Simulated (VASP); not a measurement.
# WC (Imm2) in VASP: single point with PBEsol

Aim: the single point of WC with PBEsol.

Program: VASP 6.6.1. These are calculated values, not measurements. Logs are shortened: lines on timing, memory, paths and dates and some standing lists are left out, and cuts for length are marked.

## Step 1: The cell of the first run

It takes space group Imm2 (No. 44, orthorhombic). Conventional cell: a = 3.101 Å, b = 4.385 Å, c = 3.101 Å, α = 90.00°, β = 90.00°, γ = 90.00°. W (site symmetry mm2) has 6 C at 2.14 to 2.25 Å within 2.8 Å. Within 2.8 Å of C (site symmetry mm2) lie 6 W at 2.14 to 2.25 Å.

## Step 2: Single point, PBEsol

Input file INCAR:

```
SYSTEM = WC
PREC = Accurate
ENCUT = 1300
EDIFF = 1E-6
ISMEAR = 0
SIGMA = 0.15
LREAL = .FALSE.
LASPH = .TRUE.
NELM = 120
ALGO = Normal
ISIF = 2
LWAVE = .FALSE.
LCHARG = .TRUE.
GGA = PS
LELF = .TRUE.
LVHAR = .TRUE.
NBANDS = 16
GGA_COMPAT = .FALSE.
```

Input file KPOINTS:

```
regular mesh
0
G
  18 18 18
  0 0 0
```

Input file POSCAR:

```
WC
1.0
    0.0000000000      2.1926840000      2.1926840000
    2.1926840000      0.0000000000      2.1926840000
    2.1926840000      2.1926840000      0.0000000000
W C
1 1
Direct
   -0.0241863436      0.0000000000      0.0000000000
    0.5000000000      0.5000000000      0.5000000000
```

Potentials or basis: VASP PAW PBE potentials, release 64 (W_sv, C_h).

Command:

```
$ cat potpaw_PBE.64/W_sv/POTCAR potpaw_PBE.64/C_h/POTCAR > POTCAR
$ mpirun -np 1 vasp_std > vasp.out
```

OUTCAR:

```text
SYSTEM = WC
   PREC = Accurate
   ENCUT = 1300
   EDIFF = 1E-6
   ISMEAR = 0
   LREAL = .FALSE.
   LASPH = .TRUE.
   NELM = 120
   ISIF = 2
   GGA = PS

 ion  position               nearest neighbor table
   1  0.976  0.000  0.000-   2 2.14   2 2.14   2 2.19   2 2.19   2 2.25   2 2.25
   2  0.500  0.500  0.500-   1 2.14   1 2.14   1 2.19   1 2.19   1 2.25   1 2.25

  LATTYP: Found a face centered cubic cell.
 ALAT       =     4.3853680000

  Lattice vectors:

 A1 = (   0.0000000000,   2.1926840000,   2.1926840000)
 A2 = (   2.1926840000,   0.0000000000,   2.1926840000)
 A3 = (   2.1926840000,   2.1926840000,   0.0000000000)

Analysis of symmetry for initial positions (statically):
=====================================================================
 Subroutine PRICEL returns:
 Original cell was already a primitive cell.

 Routine SETGRP: Setting up the symmetry group for a
 face centered cubic supercell.

 Subroutine GETGRP returns: Found  4 space group operations
 (whereof  4 operations were pure point group operations)
 out of a pool of 48 trial point group operations.

The static configuration has the point symmetry C_2v.

Analysis of symmetry for dynamics (positions and initial velocities):
=====================================================================
 Subroutine PRICEL returns:
 Original cell was already a primitive cell.

 Routine SETGRP: Setting up the symmetry group for a
 face centered cubic supercell.

 Subroutine GETGRP returns: Found  4 space group operations
 (whereof  4 operations were pure point group operations)
 out of a pool of 48 trial point group operations.

The dynamic configuration has the point symmetry C_2v.

 Subroutine INISYM returns: Found  4 space group operations
 (whereof  4 operations are pure point group operations),
 and found     1 'primitive' translations

----------------------------------------------------------------------------------------

                                     Primitive cell

  volume of cell :      21.0842

  direct lattice vectors                    reciprocal lattice vectors
     0.000000000  2.192684000  2.192684000    -0.228031034  0.228031034  0.228031034
     2.192684000  0.000000000  2.192684000     0.228031034 -0.228031034  0.228031034
     2.192684000  2.192684000  0.000000000     0.228031034  0.228031034 -0.228031034

  length of vectors
     3.100923451  3.100923451  3.100923451     0.394961337  0.394961337  0.394961337

  position of ions in fractional coordinates (direct lattice)
     0.975813656  0.000000000  0.000000000
     0.500000000  0.500000000  0.500000000

[... 78 lines left out ...]
   EDIFFG = 0.1E-04   stopping-criterion for IOM
   NSW    =      0    number of steps for IOM
   IBRION =     -1    ionic relax: 0-MD 1-quasi-New 2-CG
   NFREE  =      0    steps in history (QN), initial steepest desc. (CG)
   ISIF   =      2    stress and relaxation
   ISYM   =      2    0-nonsym 1-usesym 2-fastsym
   POTIM  = 0.5000    time-step for ionic-motion
   TEBEG  =    0.0;   TEEND  =   0.0 temperature during run
   PSTRESS=    0.0 pullay stress
   NELECT =      18.0000    total number of electrons
   NUPDOWN=      -1.0000    fix difference up-down
   EMIN   =  10.00;   EMAX   =-10.00  energy-range for DOS
   EFERMI =   0.00;   METHOD = LEGACY
   ISMEAR =     0;   SIGMA  =   0.15  broadening in eV -4-tet -1-fermi 0-gaus
   EFERMI_NEDOS =   21; number of points for ismear=-14 and -15
   IALGO  =     38    algorithm
   IMIX   =      4    mixing-type and parameters
     AMIX     =   0.40;   BMIX     =  1.00
     AMIX_MAG =   1.60;   BMIX_MAG =  1.00
  volume/ion in A,a.u.               =      10.54        71.14
  Fermi-wavevector in a.u.,A,eV,Ry     =   1.553029  2.934800 32.815887  2.411900
  Thomas-Fermi vector in A             =   2.657319
   LORBIT       =      0    0 simple, 1 ext, 2 COOP (PROOUT), +10 PAW based schemes
   GGA     = PS    functional components
   LHFCALC =     F    Hartree Fock is set to
   AEXX    =    0.0000 exact exchange contribution
   IVDW    =     0    specifies the selected vdW correction
   LEPSILON=     F    determine dielectric tensor
   LRPA    =     F    only Hartree local field effects (RPA)
 non-spin polarized calculation
 Gauss-broadening in eV      SIGMA  =   0.15
  energy-cutoff  :     1300.00
  volume of cell :       21.08
 maximum number of plane-waves:      2272
   NGX = 19   NGY = 19   NGZ = 19

 number of electron      18.0000000 magnetization

 Free energy of the ion-electron system (eV)
  ---------------------------------------------------
  ext. energy  EPLUGINS =         0.00000000
  ---------------------------------------------------
  free energy    TOTEN  =       -22.97965407 eV

  energy without entropy =      -22.97102003  energy(sigma->0) =      -22.97533705

 E-fermi :  12.5456     XC(G=0): -13.8779

 val. band max:       12.5448754877   @ k =   0.0000   0.2222   0.0556
 cond. band min:      12.5503040683   @ k =  -0.2222  -0.0556  -0.0556
 fundamental gap:      0.0054285806
 Fermi energy:        12.5455855439

 k-point     1 :       0.0000    0.0000    0.0000
  band No.  band energies     occupation
      1     -62.7919      2.00000
      2     -26.7919      2.00000
      3     -26.7904      2.00000
      4     -26.7887      2.00000
      5      -3.1990      2.00000
      6       9.6611      2.00000
[... 433 lines left out ...]
      3     -26.8044      2.00000
      4     -26.7991      2.00000
      5      -2.8842      2.00000
      6       8.6782      2.00000
[... 8 lines left out ...]
     15      22.9245      0.00000
     16      33.0453      0.00000

 [... further k-points ...]

------------------------ aborting loop because EDIFF is reached ----------------------------------------

  FORCE on cell =-STRESS in cart. coord.  units (eV):
  Direction    XX          YY          ZZ          XY          YZ          ZX
  --------------------------------------------------------------------------------------
  -------------------------------------------------------------------------------------
  Total       -1.2297827     -1.0312052     -1.0312052      0.0000000     -0.0062408      0.0000000
  in kB      -93.4503243    -78.3605641    -78.3605641      0.0000000     -0.4742317      0.0000000
  external PRESSURE =     -83.3904842 kB  Pullay stress =       0.0000000 kB

 VOLUME and BASIS-vectors are now :
 -----------------------------------------------------------------------------
  energy-cutoff  :     1300.00
  volume of cell :       21.08
      direct lattice vectors                 reciprocal lattice vectors
     0.000000000  2.192684000  2.192684000    -0.228031034  0.228031034  0.228031034
     2.192684000  0.000000000  2.192684000     0.228031034 -0.228031034  0.228031034
     2.192684000  2.192684000  0.000000000     0.228031034  0.228031034 -0.228031034

 POSITION                                       TOTAL-FORCE (eV/Angst)
 -----------------------------------------------------------------------------------
      0.00000      2.13965      2.13965         0.000000      0.344706      0.344706
      2.19268      2.19268      2.19268        -0.000000     -0.344706     -0.344706
 -----------------------------------------------------------------------------------
    total drift:                                0.000000     -0.000011     -0.000011

  FREE ENERGIE OF THE ION-ELECTRON SYSTEM (eV)
  ---------------------------------------------------
  free  energy   TOTEN  =       -22.9796540676 eV

  energy  without entropy=      -22.9710200312  energy(sigma->0) =      -22.97533705
```

stdout:

```text
POSCAR found type information on POSCAR W C
 POSCAR found :  2 types and       2 ions
 scaLAPACK will be used
 -----------------------------------------------------------------------------
|                                                                             |
|                                                                             |
|     You enforced a specific xc type in the INCAR file but a different       |
|     I HOPE YOU KNOW WHAT YOU ARE DOING!                                     |
|                                                                             |
 -----------------------------------------------------------------------------

 LDA part: xc-table for (Slater+PW92), standard interpolation
 POSCAR, INCAR and KPOINTS ok, starting setup
 FFT: planning ... GRIDC
 FFT: planning ... GRID_SOFT
 FFT: planning ... GRID
 WAVECAR not read
 entering main loop
```

It took 5.7 min on 1 thread of Intel Xeon 6975P-C (Granite Rapids), shared host; peak memory 1.1 GiB.

What came out:

- Free energy: -22.9797 eV
- Pressure: -8.3 GPa
- Largest force: 0.487 eV/Å
- Band gap on the k mesh: zero (bands 9 and 10 overlap by 3.13 eV)

Forces in eV/Å, atoms in the order of the input:
```
W    0.000  0.345  0.345
C    0.000 -0.345 -0.345
```

Caveat: the cell differs from its parent crystal (all W atoms moved +0.075 Å, as atom 1 towards its neighbour atom 1 (W) at 3.101 Å); the cell stands under tension; the PAW data sets were made with another functional, which shifts forces and pressure a little; spin-orbit coupling is left out, which moves the levels of the heavy elements.
